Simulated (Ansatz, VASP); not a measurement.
# One calculation of Al5P2, two programs

```xyz
7
Lattice="3.8029 0.0000 0.0000 0.0000 3.8029 0.0000 0.0000 0.0000 10.0415" Properties=species:S:1:pos:R:3 pbc="T T T"
Al    0.0000    0.0000    0.0000
Al    1.9014    1.9014    7.2156
Al    1.9014    1.9014    2.8258
Al    1.9014    0.0000    5.2740
Al    0.0000    1.9014    4.7674
P     1.9014    0.0000    1.4079
P     0.0000    1.9014    8.6336
```

Alike in both runs: task relaxation of cell and atoms; functional PBE; k mesh 8 × 8 × 4; occupations gaussian, width 0.1 eV; no spin polarisation.

|  | VASP | Ansatz |
| --- | --- | --- |
| version | VASP 6.6.1 | Ansatz 0.2.0 |
| potentials or method | VASP PAW PBE potentials, release 64 (Al, P), cutoff 600 eV | scalar-relativistic, plane waves, PAW |
| valence electrons in the cell | 25 | 25 |

|  | VASP | Ansatz | Ansatz less VASP |
| --- | --- | --- | --- |
| gap on the k mesh at the Fermi level, each at its own relaxed structure (eV) | none | none | - |
| relaxed volume (Å³/atom) | 20.65 | 20.67 | +0.015 |
| relaxed length of the cell vector where the two differ most in proportion (Å) | 3.807 | 3.810 | +0.0022 |

A gap of «none» marks a metal or a gap that the smearing closes.
